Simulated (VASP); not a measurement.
# MoS (Pm-3m) in VASP: notebook, part 2 of 2

VASP 6.6.1. The steps go on from the part before.

## Step 3: Single point, PBE+U, collinear spin, ferromagnetic start

The input, INCAR:

```
SYSTEM = MoS
PREC = Accurate
ENCUT = 520
EDIFF = 1E-6
ISMEAR = 0
SIGMA = 0.1
LREAL = .FALSE.
LASPH = .TRUE.
NELM = 150
ALGO = Normal
ISIF = 2
LWAVE = .FALSE.
LCHARG = .FALSE.
ISPIN = 2
MAGMOM = 3.5 0
LORBIT = 11
LMAXMIX = 4
LDAU = .TRUE.
LDAUTYPE = 2
LDAUL = 2 -1
LDAUU = 4.38 0
LDAUJ = 0 0
LDAUPRINT = 1
GGA = PE
NBANDS = 21
```

The input, KPOINTS:

```
regular mesh
0
G
  14 14 14
  0 0 0
```

The input, POSCAR:

```
MoS
1.0
    3.1141191221      0.0000000000      0.0000000000
    0.0000000000      3.1141191221      0.0000000000
    0.0000000000      0.0000000000      3.1141191221
Mo S
1 1
Direct
    0.0000000000      0.0000000000      0.0000000000
    0.5000000000      0.5000000000      0.5000000000
```

Potentials or basis: VASP PAW PBE potentials, release 64 (Mo_sv, S).

Run with:

```bash
> cat potpaw_PBE.64/Mo_sv/POTCAR potpaw_PBE.64/S/POTCAR > POTCAR
> mpirun -np 1 vasp_std > vasp.out
```

OUTCAR:

```text
SYSTEM = MoS
   PREC = Accurate
   ENCUT = 520
   EDIFF = 1E-6
   ISMEAR = 0
   LREAL = .FALSE.
   LASPH = .TRUE.
   NELM = 150
   ISIF = 2
   ISPIN = 2
   LORBIT = 11
   GGA = PE

 ion  position               nearest neighbor table
   1  0.000  0.000  0.000-   2 2.70   2 2.70   2 2.70   2 2.70   2 2.70   2 2.70   2 2.70   2 2.70

   2  0.500  0.500  0.500-   1 2.70   1 2.70   1 2.70   1 2.70   1 2.70   1 2.70   1 2.70   1 2.70

  LATTYP: Found a simple cubic cell.
 ALAT       =     3.1141191221

  Lattice vectors:

 A1 = (   3.1141191221,   0.0000000000,   0.0000000000)
 A2 = (   0.0000000000,   3.1141191221,   0.0000000000)
 A3 = (   0.0000000000,   0.0000000000,   3.1141191221)

Analysis of symmetry for initial positions (statically):
=====================================================================
 Subroutine PRICEL returns:
 Original cell was already a primitive cell.

 Routine SETGRP: Setting up the symmetry group for a
 simple cubic supercell.

 Subroutine GETGRP returns: Found 48 space group operations
 (whereof 48 operations were pure point group operations)
 out of a pool of 48 trial point group operations.

The static configuration has the point symmetry O_h .

Analysis of symmetry for dynamics (positions and initial velocities):
=====================================================================
 Subroutine PRICEL returns:
 Original cell was already a primitive cell.

 Routine SETGRP: Setting up the symmetry group for a
 simple cubic supercell.

 Subroutine GETGRP returns: Found 48 space group operations
 (whereof 48 operations were pure point group operations)
 out of a pool of 48 trial point group operations.

The dynamic configuration has the point symmetry O_h .

Analysis of structural, dynamic, and magnetic symmetry:
=====================================================================
 Subroutine PRICEL returns:
 Original cell was already a primitive cell.

 Routine SETGRP: Setting up the symmetry group for a
 simple cubic supercell.

 Subroutine GETGRP returns: Found 48 space group operations
 (whereof 48 operations were pure point group operations)
 out of a pool of 48 trial point group operations.

The overall configuration has the point symmetry O_h .

 Subroutine INISYM returns: Found 48 space group operations
 (whereof 48 operations are pure point group operations),
 and found     1 'primitive' translations

----------------------------------------------------------------------------------------

                                     Primitive cell

  volume of cell :      30.1999

  direct lattice vectors                    reciprocal lattice vectors
     3.114119122  0.000000000  0.000000000     0.321118095  0.000000000  0.000000000
     0.000000000  3.114119122  0.000000000     0.000000000  0.321118095  0.000000000
     0.000000000  0.000000000  3.114119122     0.000000000  0.000000000  0.321118095

  length of vectors
     3.114119122  3.114119122  3.114119122     0.321118095  0.321118095  0.321118095
[... 107 lines left out ...]
   angular momentum for each species LDAUL =     2   -1
   U (eV)           for each species LDAUU =   4.4  0.0
   J (eV)           for each species LDAUJ =   0.0  0.0
   GGA     = PE    functional components
   LHFCALC =     F    Hartree Fock is set to
   AEXX    =    0.0000 exact exchange contribution
   IVDW    =     0    specifies the selected vdW correction
   LEPSILON=     F    determine dielectric tensor
   LRPA    =     F    only Hartree local field effects (RPA)
 spin polarized calculation
 Gauss-broadening in eV      SIGMA  =   0.10
  energy-cutoff  :      520.00
  volume of cell :       30.20
 maximum number of plane-waves:       840
 NGX is ok and might be reduce to    24
   NGX = 11   NGY = 11   NGZ = 11

atom =   1  type =  1  l = 2

 onsite density matrix

spin component  1

  0.6436 -0.0000  0.0000  0.0000  0.0000
 -0.0000  0.6436 -0.0000  0.0000  0.0000
  0.0000 -0.0000  0.4606 -0.0000 -0.0000
  0.0000  0.0000 -0.0000  0.6436 -0.0000
  0.0000  0.0000 -0.0000 -0.0000  0.4606

spin component  2

  0.1045  0.0000  0.0000 -0.0000  0.0000
  0.0000  0.1045  0.0000 -0.0000  0.0000
  0.0000  0.0000  0.3752  0.0000  0.0000
 -0.0000 -0.0000  0.0000  0.1045  0.0000
  0.0000  0.0000  0.0000  0.0000  0.3752

 occupancies and eigenvectors

  o =  0.1045  v =  0.0000  0.0000  0.0000  0.0000  0.0000 -0.0790  0.9966 -0.0000  0.0248 -0.0000      0.0000  0.0000  0.0000  0.0000  0.0000  0.0000  0.0000  0.0000  0.0000  0.0000
  o =  0.1045  v =  0.0000  0.0000  0.0000  0.0000  0.0000  0.6414  0.0318  0.0000  0.7665 -0.0000      0.0000  0.0000  0.0000  0.0000  0.0000  0.0000  0.0000  0.0000  0.0000  0.0000
  o =  0.1045  v =  0.0000  0.0000  0.0000  0.0000  0.0000  0.7631  0.0765 -0.0000 -0.6418  0.0000      0.0000  0.0000  0.0000  0.0000  0.0000  0.0000  0.0000  0.0000  0.0000  0.0000
  o =  0.3752  v =  0.0000  0.0000  0.0000  0.0000  0.0000 -0.0000 -0.0000 -0.9894  0.0000  0.1455      0.0000  0.0000  0.0000  0.0000  0.0000  0.0000  0.0000  0.0000  0.0000  0.0000
  o =  0.3752  v =  0.0000  0.0000  0.0000  0.0000  0.0000  0.0000  0.0000  0.1455 -0.0000  0.9894      0.0000  0.0000  0.0000  0.0000  0.0000  0.0000  0.0000  0.0000  0.0000  0.0000
  o =  0.4606  v =  0.0000 -0.0000  0.0173  0.0000  0.9999  0.0000  0.0000  0.0000  0.0000  0.0000      0.0000  0.0000  0.0000  0.0000  0.0000  0.0000  0.0000  0.0000  0.0000  0.0000
  o =  0.4606  v =  0.0000  0.0000  0.9999  0.0000 -0.0173  0.0000  0.0000  0.0000  0.0000  0.0000      0.0000  0.0000  0.0000  0.0000  0.0000  0.0000  0.0000  0.0000  0.0000  0.0000
  o =  0.6436  v =  1.0000  0.0000  0.0000  0.0000  0.0000  0.0000  0.0000  0.0000  0.0000  0.0000      0.0000  0.0000  0.0000  0.0000  0.0000  0.0000  0.0000  0.0000  0.0000  0.0000
  o =  0.6436  v =  0.0000  0.2374 -0.0000  0.9714  0.0000  0.0000  0.0000  0.0000  0.0000  0.0000      0.0000  0.0000  0.0000  0.0000  0.0000  0.0000  0.0000  0.0000  0.0000  0.0000
  o =  0.6436  v =  0.0000  0.9714  0.0000 -0.2374  0.0000  0.0000  0.0000  0.0000  0.0000  0.0000      0.0000  0.0000  0.0000  0.0000  0.0000  0.0000  0.0000  0.0000  0.0000  0.0000

 number of electron      19.9999995 magnetization       1.8463718

 Free energy of the ion-electron system (eV)
  ---------------------------------------------------
  ext. energy  EPLUGINS =         0.00000000
  ---------------------------------------------------
  free energy    TOTEN  =       -10.38777843 eV

  energy without entropy =      -10.38463276  energy(sigma->0) =      -10.38620560

 E-fermi :  11.6590     XC(G=0): -12.4445

 val. band max:       11.6400169887   @ k =   0.2857   0.2143   0.2143
 cond. band min:      11.6613438132   @ k =   0.4286   0.3571   0.0000
 fundamental gap:      0.0213268245
 Fermi energy:        11.6590152288

 spin component 1

 k-point     1 :       0.0000    0.0000    0.0000
  band No.  band energies     occupation
      1     -50.5275      1.00000
      2     -24.5457      1.00000
      3     -24.5457      1.00000
      4     -24.5457      1.00000
      5      -4.5142      1.00000
      6       7.5480      1.00000
[... 1145 lines left out ...]
     20      26.7453      0.00000
     21      31.1961      0.00000

 [... further k-points ...]
[... 5 lines left out ...]
  --------------------------------------------------------------------------------------
  -------------------------------------------------------------------------------------
  Total        0.0859822      0.0859822      0.0859822     -0.0000000     -0.0000000      0.0000000
  in kB        4.5615585      4.5615585      4.5615585     -0.0000000     -0.0000000      0.0000000
  external PRESSURE =       4.5615585 kB  Pullay stress =       0.0000000 kB

 VOLUME and BASIS-vectors are now :
 -----------------------------------------------------------------------------
  energy-cutoff  :      520.00
  volume of cell :       30.20
      direct lattice vectors                 reciprocal lattice vectors
     3.114119122  0.000000000  0.000000000     0.321118095  0.000000000  0.000000000
     0.000000000  3.114119122  0.000000000     0.000000000  0.321118095  0.000000000
     0.000000000  0.000000000  3.114119122     0.000000000  0.000000000  0.321118095

 POSITION                                       TOTAL-FORCE (eV/Angst)
 -----------------------------------------------------------------------------------
      0.00000      0.00000      0.00000         0.000000      0.000000      0.000000
      1.55706      1.55706      1.55706         0.000000      0.000000      0.000000
 -----------------------------------------------------------------------------------
    total drift:                               -0.000000      0.000000      0.000000

  FREE ENERGIE OF THE ION-ELECTRON SYSTEM (eV)
  ---------------------------------------------------
  free  energy   TOTEN  =       -10.3877784334 eV

  energy  without entropy=      -10.3846327631  energy(sigma->0) =      -10.38620560

 total charge

# of ion       s       p       d       tot
------------------------------------------
    1        2.228   6.119   3.872  12.220
    2        1.363   2.293   0.000   3.656
--------------------------------------------------
tot          3.591   8.412   3.872  15.875

 magnetization (x)

# of ion       s       p       d       tot
------------------------------------------
    1        0.028   0.030   1.775   1.833
    2        0.029  -0.208   0.000  -0.179
--------------------------------------------------
tot          0.057  -0.177   1.775   1.655
```

Run time: 89 s. Hardware: 1 thread of Intel Xeon 8259CL, shared host; peak memory 0.23 GiB.

What came out:

| Quantity | Value |
| --- | --- |
| Free energy | -10.3878 eV |
| Pressure | 0.5 GPa |
| Net moment | 1.85 μB per cell |
| Site moments | Mo +1.83; S -0.18 μB |
| Valence electrons inside the program's atomic spheres | Mo 12.22; S 3.66 |

Levels at points of the mesh, in eV from the Fermi level:
Spin up:
| k point | band 9 | band 10 | band 11 | band 12 | band 13 | band 14 |
| --- | --- | --- | --- | --- | --- | --- |
| (0.00, 0.00, 0.00) | -2.48 | -2.48 | -1.03 | -1.03 | -1.03 | 2.58 |
| (0.50, 0.00, 0.00) | -3.18 | -0.69 | 1.26 | 2.53 | 2.53 | 4.89 |
| (0.50, 0.50, 0.00) | -2.51 | -2.51 | -1.27 | -1.23 | 1.64 | 4.39 |
| (0.50, 0.50, 0.50) | 1.75 | 1.75 | 2.58 | 2.58 | 2.58 | 2.93 |
Spin down:
| k point | band 7 | band 8 | band 9 | band 10 | band 11 | band 12 |
| --- | --- | --- | --- | --- | --- | --- |
| (0.00, 0.00, 0.00) | -3.14 | -2.54 | -2.54 | -2.54 | 2.83 | 2.83 |
| (0.50, 0.00, 0.00) | -3.30 | -3.30 | -2.06 | 2.39 | 3.36 | 4.87 |
| (0.50, 0.50, 0.00) | -6.27 | -2.76 | -1.41 | 0.90 | 0.90 | 1.70 |
| (0.50, 0.50, 0.50) | -7.03 | -7.03 | 3.04 | 3.04 | 3.04 | 3.09 |

Eigenvalues of the final occupation matrices:
```
    site  spin  trace               eigenvalues
site 1 d     1   2.85  0.46 0.46 0.64 0.64 0.64
site 1 d     2   1.06  0.10 0.10 0.10 0.38 0.38
```

The state reached can hang on the start; a lower one may exist.
